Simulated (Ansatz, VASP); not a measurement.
## GdO: VASP beside Ansatz

```
Gd O
1.0
     3.10169    0.00000    0.00000
     0.00000    3.10169    0.00000
     0.00000    0.00000    3.10169
Gd O
1 1
Cartesian
  0.0000 0.0000 0.0000
  1.5508 1.5508 1.5508
```

Alike in both runs: task single point; functional PBE; k mesh 10 × 10 × 10; occupations gaussian, width 0.05 eV; collinear spin; Hubbard terms Gd f U = 6.0 eV.

|  | VASP | Ansatz |
| --- | --- | --- |
| version | VASP 6.6.1 | Ansatz 0.2.0 |
| potentials or method | VASP PAW PBE potentials, release 64 (Gd, O), cutoff 520 eV | scalar-relativistic, plane waves, PAW |
| valence electrons in the cell | 24 | 24 |

|  | VASP | Ansatz | Ansatz less VASP |
| --- | --- | --- | --- |
| gap on the k mesh at the Fermi level (eV) | none | none | - |
| pressure (GPa) | -7.5 | -7.4 | +0.09 |
| net moment per atom (μB) | 3.78 | 3.78 | -0.002 |
| size of the moment on the site where the two differ most (μB) | 7.14 | 7.23 | +0.088 |

Site moments also hang on the region over which each program counts them. The programs project onto different local orbitals, so the same U acts differently, and such runs can settle in different states. A gap of «none» marks a metal or a gap that the smearing closes. Ansatz's warnings: filled band counts differ across k points.

Spin-orbit coupling is off throughout.
